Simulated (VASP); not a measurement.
Here is a VASP 6.6.1 calculation.

File INCAR:

```
PREC = Accurate
ENCUT = 520
EDIFF = 1E-6
ISMEAR = 0
SIGMA = 0.05
LREAL = F
LASPH = T
NELM = 150
ALGO = Normal
ISIF = 2
LWAVE = F
LCHARG = F
ISPIN = 2
MAGMOM = 0 0 0 0 0 0 4
LORBIT = 11
LMAXMIX = 4
LDIPOL = T
IDIPOL = 3
DIPOL = 0.5 0.5 0.491
GGA = PS
NBANDS = 32
```

KPOINTS

```
Automatic mesh
0
Gamma
  9 9 1
```

File POSCAR:

```
Si6W
1.0
    3.8248883545      0.0000000000      0.0000000000
   -1.9124441773      3.3124504817      0.0000000000
    0.0000000000      0.0000000000     26.1211317213
Si W
6 1
Direct
    0.6666666667      0.3333333334      0.3254070340
    0.3333333333      0.6666666667      0.3559122531
    0.3333333333      0.6666666667      0.4464642100
    0.6666666667      0.3333333334      0.4756407863
    0.6666666667      0.3333333334      0.5672640819
    0.3333333333      0.6666666667      0.5929366410
    0.6666666667      0.8333333333      0.6737141518
```

Potentials or basis: VASP PAW PBE potentials, release 64 (Si, W_sv).

Command:

```console
$ cat potpaw_PBE.64/Si/POTCAR potpaw_PBE.64/W_sv/POTCAR > POTCAR
$ mpirun -np 1 vasp_std > vasp.out
```

Problem. Predict the site moments.

Solution. Si -0.20, -0.01, -0.04, +0.01, +0.05, -0.03; W +2.00 μB.

Problem. Predict the net moment.

Solution. 2.17 μB per cell.

Problem. What does it give for the largest force?

Solution. 0.820 eV/Å.

Forces on the atoms (eV/Å):
```
Si  -0.027 -0.015  0.415
Si   0.001  0.001 -0.629
Si   0.015  0.009  0.008
Si   0.047  0.027  0.058
Si   0.179  0.104 -0.445
Si  -0.498 -0.287  0.585
W    0.282  0.163  0.008
```

Caveat: the PAW data sets were made with another functional, which shifts forces and pressure a little.
